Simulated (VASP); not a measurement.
Set up this calculation in VASP 6.6.1, as the native input.

* Task: relaxation of cell and atoms
* Functional: PBE
* Dispersion: D4
* Potentials or basis: VASP PAW PBE potentials, release 64 (S, C)
* Cutoff: 600 eV
* k mesh: 6 × 6 × 3
* Occupations: fermi-dirac, width 0.05 eV
* Spin: no spin polarisation
* Dipole correction: no
* Further INCAR settings: ALGO = Normal; EDIFF = 1e-06; IBRION = 2; EDIFFG = -0.01; NSW = 60; ISIF = 3

The structure of CS2 lies in POSCAR:

```
CS2
1.0
    3.6457880000     -2.9943140000      0.0000000000
    3.6457880000      2.9943140000      0.0000000000
    0.0000000000      0.0000000000      9.8512570000
S C
4 2
Direct
    0.1815210000      0.8184790000      0.8868670000
    0.3184790000      0.6815210000      0.3868670000
    0.6815210000      0.3184790000      0.6131330000
    0.8184790000      0.1815210000      0.1131330000
    0.5000000000      0.5000000000      0.5000000000
    0.0000000000      0.0000000000      0.0000000000
```

The input as run:

INCAR

```
  PREC = Accurate
  ENCUT = 600
  EDIFF = 1E-6
  ISMEAR = -1
  SIGMA = 0.05
  LREAL = F
  LASPH = T
  NELM = 60
  ALGO = Normal
  ISIF = 3
  LWAVE = F
  LCHARG = F
  GGA = PE
  IVDW = 13
  IBRION = 2
  NSW = 60
  EDIFFG = -0.01
```

KPOINTS

```
regular mesh
0
Gamma
  6 6 3
```

Potentials or basis: VASP PAW PBE potentials, release 64 (S, C).

Command:

```console
$ cat potpaw_PBE.64/S/POTCAR potpaw_PBE.64/C/POTCAR > POTCAR
$ mpirun -np 1 vasp_std > vasp.out
```

Results of the run:

The relaxed volume is 25.32 Å³/atom and the relaxed cell is a = 4.113 Å, b = 4.113 Å, c = 9.059 Å, α = 90.00°, β = 90.00°, γ = 82.58°. The space group after relaxing (to 0.1 Å) is Cmce (No. 64) and the energy gained by relaxing is 37.0 meV/atom. The ionic steps are 26 and the pressure after relaxing is 0.0 GPa. The largest force after relaxing is 0.007 eV/Å, the band gap on the k mesh is 2.84 eV (least direct gap 2.86 eV) and the dispersion energy per atom is -0.177 eV.

Caveat: the volume moved by over 15 % at a fixed basis, so the end points are rough; an odd mesh through Γ misses points on the zone boundary, where band edges can lie.

It took 23 min on 1 thread of Intel(R) Xeon(R) Platinum 8488C (Sapphire Rapids) (shared host), peak memory 0.42 GiB.
